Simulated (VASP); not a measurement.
# Mg (P6_3/mmc) in VASP: relaxation of cell and atoms with LDA

Aim: the relaxation of cell and atoms of Mg with LDA.

Everything below comes from runs of VASP 6.6.1. Logs are shortened: lines on timing, memory, paths and dates and some standing lists are left out, and cuts for length are marked.

**1. The cell of the first run**

The structure is hexagonal, space group P6_3/mmc (No. 194). Conventional cell: a = 3.209 Å, b = 3.209 Å, c = 5.210 Å, α = 90.00°, β = 90.00°, γ = 120.00°. Mg (site symmetry -6m2) has 12 Mg at 3.20 to 3.21 Å within 4.2 Å.

**2. Relaxation of cell and atoms, LDA**

INCAR

```
SYSTEM = Mg
PREC     = Accurate       ! precision mode
ENCUT    = 600            ! plane-wave cutoff, eV
EDIFF    = 1E-7           ! SCF threshold, eV
ISMEAR   = 0              ! smearing method
SIGMA    = 0.1            ! smearing width, eV
LREAL    = .FALSE.        ! projectors in reciprocal space
LASPH    = .TRUE.         ! aspherical terms in the spheres
NELM     = 100            ! most SCF steps
ALGO     = Normal         ! electronic algorithm
ISIF     = 3              ! what is computed and relaxed
LWAVE    = .FALSE.        ! write WAVECAR
LCHARG   = .FALSE.        ! write CHGCAR
IBRION   = 2              ! ionic algorithm
NSW      = 100            ! ionic steps
EDIFFG   = -0.002         ! ionic threshold
```

KPOINTS

```
regular mesh
0
G
  12 12 8
  0 0 0
```

POSCAR

```
Mg
1.0
    3.2093000000      0.0000000000      0.0000000000
   -1.6046500000      2.7793353300      0.0000000000
    0.0000000000      0.0000000000      5.2103000000
Mg
2
Direct
    0.3333333300      0.6666666700      0.2500000000
    0.6666666700      0.3333333300      0.7500000000
```

Potentials or basis: VASP PAW LDA potentials, release 64 (Mg).

Command:

```console
$ cat potpaw_LDA.64/Mg/POTCAR > POTCAR
$ mpirun -np 1 vasp_std > vasp.out
```

OUTCAR:

```text
SYSTEM = Mg
   PREC = Accurate
   ENCUT = 600
   EDIFF = 1E-7
   ISMEAR = 0
   LREAL = .FALSE.
   LASPH = .TRUE.
   NELM = 100
   ISIF = 3
   IBRION = 2
   NSW = 100
   EDIFFG = -0.002

 ion  position               nearest neighbor table
   1  0.333  0.667  0.250-   2 3.20   2 3.20   2 3.20   2 3.20   2 3.20   2 3.20
   2  0.667  0.333  0.750-   1 3.20   1 3.20   1 3.20   1 3.20   1 3.20   1 3.20

  LATTYP: Found a hexagonal cell.
 ALAT       =     3.2093000000
 C/A-ratio  =     1.6235004518

  Lattice vectors:

 A1 = (   3.2093000000,   0.0000000000,   0.0000000000)
 A2 = (  -1.6046500000,   2.7793353300,   0.0000000000)
 A3 = (   0.0000000000,   0.0000000000,   5.2103000000)

Analysis of symmetry for initial positions (statically):
=====================================================================
 Subroutine PRICEL returns:
 Original cell was already a primitive cell.

 Routine SETGRP: Setting up the symmetry group for a
 hexagonal supercell.

 Subroutine GETGRP returns: Found 24 space group operations
 (whereof 12 operations were pure point group operations)
 out of a pool of 24 trial point group operations.

The static configuration has the point symmetry D_3d.
 The point group associated with its full space group is D_6h.

Analysis of symmetry for dynamics (positions and initial velocities):
=====================================================================
 Subroutine PRICEL returns:
 Original cell was already a primitive cell.

 Routine SETGRP: Setting up the symmetry group for a
 hexagonal supercell.

 Subroutine GETGRP returns: Found 24 space group operations
 (whereof 12 operations were pure point group operations)
 out of a pool of 24 trial point group operations.

The dynamic configuration has the point symmetry D_3d.
 The point group associated with its full space group is D_6h.

 Subroutine INISYM returns: Found 24 space group operations
 (whereof 12 operations are pure point group operations),
 and found     1 'primitive' translations

----------------------------------------------------------------------------------------

                                     Primitive cell

  volume of cell :      46.4744

  direct lattice vectors                    reciprocal lattice vectors
     3.209300000  0.000000000  0.000000000     0.311594429  0.179899127  0.000000000
    -1.604650000  2.779335330  0.000000000     0.000000000  0.359798254  0.000000000
     0.000000000  0.000000000  5.210300000     0.000000000  0.000000000  0.191927528

  length of vectors
     3.209300000  3.209300001  5.210300000     0.359798255  0.359798254  0.191927528

  position of ions in fractional coordinates (direct lattice)
     0.333333330  0.666666670  0.250000000
     0.666666670  0.333333330  0.750000000

  ion indices of the primitive-cell ions
   primitive index   ion index
                 1           1
                 2           2

----------------------------------------------------------------------------------------

 KPOINTS: regular mesh

Automatic generation of k-mesh.
 Grid dimensions read from file:
 generate k-points for:   12   12    8

 Generating k-lattice:

  Cartesian coordinates                     Fractional coordinates (reciprocal lattice)
     0.025966202  0.014991594  0.000000000     0.083333333 -0.000000000  0.000000000
     0.000000000  0.029983188  0.000000000     0.000000000  0.083333333  0.000000000
     0.000000000  0.000000000  0.023990941     0.000000000  0.000000000  0.125000000

  Length of vectors
     0.029983188  0.029983188  0.023990941

  Shift w.r.t. Gamma in fractional coordinates (k-lattice)
     0.000000000  0.000000000  0.000000000

 Subroutine IBZKPT returns following result:
 ===========================================

 Found     95 irreducible k-points:

 Following reciprocal coordinates:
            Coordinates               Weight
  0.000000  0.000000  0.000000      1.000000
  0.083333 -0.000000  0.000000      6.000000
  0.166667  0.000000  0.000000      6.000000
  0.250000 -0.000000  0.000000      6.000000
  0.333333  0.000000  0.000000      6.000000
  0.416667  0.000000  0.000000      6.000000
[... 16 lines left out ...]
  0.250000 -0.000000  0.125000     12.000000
  0.333333  0.000000  0.125000     12.000000
 [... further k-points ...]
   k-points           NKPTS =     95   k-points in BZ     NKDIM =     95   number of bands    NBANDS=      6
   number of dos      NEDOS =    301   number of ions     NIONS =      2
   total plane-waves  NPLWV =  32928
   dimension x,y,z NGX =    28 NGY =   28 NGZ =   42
   dimension x,y,z NGXF=    56 NGYF=   56 NGZF=   84
   ions per type =               2
   NGX,Y,Z   is equivalent  to a cutoff of  14.50, 14.50, 13.40 a.u.
   NGXF,Y,Z  is equivalent  to a cutoff of  29.01, 29.01, 26.80 a.u.
 SYSTEM =  Mg
   PREC   = accura    normal or accurate (medium, high low for compatibility)
   ISTART =      0    job   : 0-new  1-cont  2-samecut
   ICHARG =      2    charge: 1-file 2-atom 10-const
   ISPIN  =      1    spin polarized calculation?
   LNONCOLLINEAR =      F non collinear calculations
   LSORBIT =      F    spin-orbit coupling
   LASPH  =      T    aspherical Exc in radial PAW
   ENCUT  =  600.0 eV  44.10 Ry    6.64 a.u.   6.41  6.41 10.41*2*pi/ulx,y,z
   NELM   =    100;   NELMIN=  2; NELMDL= -5     # of ELM steps
   EDIFF  = 0.1E-06   stopping-criterion for ELM
   LREAL  =      F    real-space projection
   EDIFFG = -.2E-02   stopping-criterion for IOM
   NSW    =    100    number of steps for IOM
   IBRION =      2    ionic relax: 0-MD 1-quasi-New 2-CG
   NFREE  =      1    steps in history (QN), initial steepest desc. (CG)
   ISIF   =      3    stress and relaxation
   ISYM   =      2    0-nonsym 1-usesym 2-fastsym
   POTIM  = 0.5000    time-step for ionic-motion
   TEBEG  =    0.0;   TEEND  =   0.0 temperature during run
   PSTRESS=    0.0 pullay stress
   NELECT =       4.0000    total number of electrons
   NUPDOWN=      -1.0000    fix difference up-down
   EMIN   =  10.00;   EMAX   =-10.00  energy-range for DOS
   EFERMI =   0.00;   METHOD = LEGACY
   ISMEAR =     0;   SIGMA  =   0.10  broadening in eV -4-tet -1-fermi 0-gaus
   EFERMI_NEDOS =   21; number of points for ismear=-14 and -15
   IALGO  =     38    algorithm
   IMIX   =      4    mixing-type and parameters
     AMIX     =   0.40;   BMIX     =  1.00
     AMIX_MAG =   1.60;   BMIX_MAG =  1.00
  volume/ion in A,a.u.               =      23.24       156.81
  Fermi-wavevector in a.u.,A,eV,Ry     =   0.722809  1.365911  7.108401  0.522453
  Thomas-Fermi vector in A             =   1.812866
   LORBIT       =      0    0 simple, 1 ext, 2 COOP (PROOUT), +10 PAW based schemes
   GGA     = CA    functional components
   LHFCALC =     F    Hartree Fock is set to
   AEXX    =    0.0000 exact exchange contribution
   IVDW    =     0    specifies the selected vdW correction
   LEPSILON=     F    determine dielectric tensor
   LRPA    =     F    only Hartree local field effects (RPA)
 conjugate gradient relaxation of ions
 non-spin polarized calculation
 Gauss-broadening in eV      SIGMA  =   0.10
  energy-cutoff  :      600.00
  volume of cell :       46.47
 maximum number of plane-waves:      1578
 NGX is ok and might be reduce to    28
   NGX = 13   NGY = 13   NGZ = 21

--------------------------------------- Ionic step        1  -------------------------------------------

 number of electron       4.0000000 magnetization

 Free energy of the ion-electron system (eV)
  ---------------------------------------------------
  ext. energy  EPLUGINS =         0.00000000
  ---------------------------------------------------
  free energy    TOTEN  =        -3.58559270 eV

  energy without entropy =       -3.58044276  energy(sigma->0) =       -3.58301773

------------------------ aborting loop because EDIFF is reached ----------------------------------------

  FORCE on cell =-STRESS in cart. coord.  units (eV):
  Direction    XX          YY          ZZ          XY          YZ          ZX
  --------------------------------------------------------------------------------------
  -------------------------------------------------------------------------------------
  Total       -0.7366879     -0.7366879     -0.9948669     -0.0000000      0.0000000      0.0000000
  in kB      -25.3968648    -25.3968649    -34.2974308     -0.0000000      0.0000000      0.0000000
  external PRESSURE =     -28.3637202 kB  Pullay stress =       0.0000000 kB
[... 237 lines left out ...]
  energy  without entropy=       -3.6181282667  energy(sigma->0) =       -3.62005163

--------------------------------------- Ionic step        8  -------------------------------------------

 number of electron       4.0000000 magnetization

 Free energy of the ion-electron system (eV)
  ---------------------------------------------------
  ext. energy  EPLUGINS =         0.00000000
  ---------------------------------------------------
  free energy    TOTEN  =        -3.62198301 eV

  energy without entropy =       -3.61813218  energy(sigma->0) =       -3.62005760

 E-fermi :   2.7611     XC(G=0):  -8.9053

 val. band max:        2.7575597915   @ k =   0.4167   0.1667   0.5000
 cond. band min:       2.7834500763   @ k =   0.3333   0.3333   0.3750
 fundamental gap:      0.0258902848
 Fermi energy:         2.7610869282

 k-point     1 :       0.0000    0.0000    0.0000
  band No.  band energies     occupation
      1      -4.3838      2.00000
      2       1.1701      2.00000
      3       1.7356      2.00000
      4      13.9449      0.00000
      5      13.9449      0.00000
      6      14.0878      0.00000

 k-point     2 :       0.0833   -0.0000    0.0000
  band No.  band energies     occupation
      1      -4.2426      2.00000
      2       1.2976      2.00000
      3       1.8721      2.00000
      4      11.6514      0.00000
      5      12.7352      0.00000
      6      13.6121      0.00000
[... 190 lines left out ...]
 k-point    24 :       0.3333    0.0000    0.1250
  band No.  band energies     occupation
      1      -2.0584      2.00000
      2       2.1727      2.00000
      3       4.2117      0.00000
      4       5.3888      0.00000
      5       8.4116      0.00000
      6      10.3708      0.00000

 [... further k-points ...]
[... 5 lines left out ...]
  --------------------------------------------------------------------------------------
  -------------------------------------------------------------------------------------
  Total       -0.0006840     -0.0006840     -0.0009671      0.0000000     -0.0000000      0.0000000
  in kB       -0.0255770     -0.0255770     -0.0361636      0.0000000     -0.0000000      0.0000000
  external PRESSURE =      -0.0291059 kB  Pullay stress =       0.0000000 kB
[... 17 lines left out ...]
  FREE ENERGIE OF THE ION-ELECTRON SYSTEM (eV)
  ---------------------------------------------------
  free  energy   TOTEN  =        -3.6219830138 eV

  energy  without entropy=       -3.6181321821  energy(sigma->0) =       -3.62005760

 reached required accuracy - stopping structural energy minimisation
```

Run time: 36 s. Hardware: 1 thread of Intel Xeon 6975P-C (Granite Rapids), shared host; peak memory 0.18 GiB.

Results:

```yaml
Free_energy: -3.6220 eV
Relaxed_volume: 21.42 Å³/atom
Relaxed_cell: a = 3.142 Å, b = 3.142 Å, c = 5.012 Å, α = 90.00°, β = 90.00°, γ = 120.00°
Space_group_after_relaxing_to_0.1_Å: P6_3/mmc (No. 194)
Energy_gained_by_relaxing: 18.2 meV/atom
Ionic_steps: 8
Pressure_after_relaxing: 0.0 GPa
Band_gap_on_the_k_mesh: zero (bands 2 and 3 overlap by 2.08 eV)
```

The path:
| step | energy change (eV) | largest force (eV/Å) | pressure (GPa) | volume (Å³) |
| --- | --- | --- | --- | --- |
| 1 | 0.0000 | 0.0000 | -2.84 | 46.47 |
| 2 | -0.0331 | 0.0000 | -0.85 | 43.76 |
| 3 | -0.0359 | 0.0000 | 0.00 | 42.83 |
| 4 | -0.0359 | 0.0000 | 0.06 | 42.76 |
| 5 | -0.0363 | 0.0000 | 0.06 | 42.77 |
| 6 | -0.0364 | 0.0000 | 0.05 | 42.79 |
| 7 | -0.0364 | 0.0000 | 0.05 | 42.79 |
| 8 | -0.0364 | 0.0000 | 0.00 | 42.84 |

Final structure:
```
CELL_PARAMETERS angstrom
3.14189 0.00000 0.00000
-1.57094 2.72095 0.00000
0.00000 0.00000 5.01161
ATOMIC_POSITIONS crystal
Mg 0.33333 0.66667 0.25000
Mg 0.66667 0.33333 0.75000
```

Levels at points of the mesh, in eV from the Fermi level:
| k point | band 1 | band 2 | band 3 | band 4 | band 5 | band 6 |
| --- | --- | --- | --- | --- | --- | --- |
| (0.00, 0.00, 0.00) | -7.14 | -1.59 | -1.03 | 11.18 | 11.18 | 11.33 |
| (0.50, 0.00, 0.00) | -2.21 | -2.20 | 2.86 | 3.21 | 3.64 | 3.99 |
| (0.00, 0.00, 0.50) | -5.66 | -5.66 | 5.58 | 5.58 | 11.95 | 11.95 |
| (0.50, 0.00, 0.50) | -1.10 | -1.10 | -0.40 | -0.40 | 8.30 | 8.30 |

LDA usually gives volumes a few per cent too small. Zero-point motion and thermal expansion aren't in these numbers.
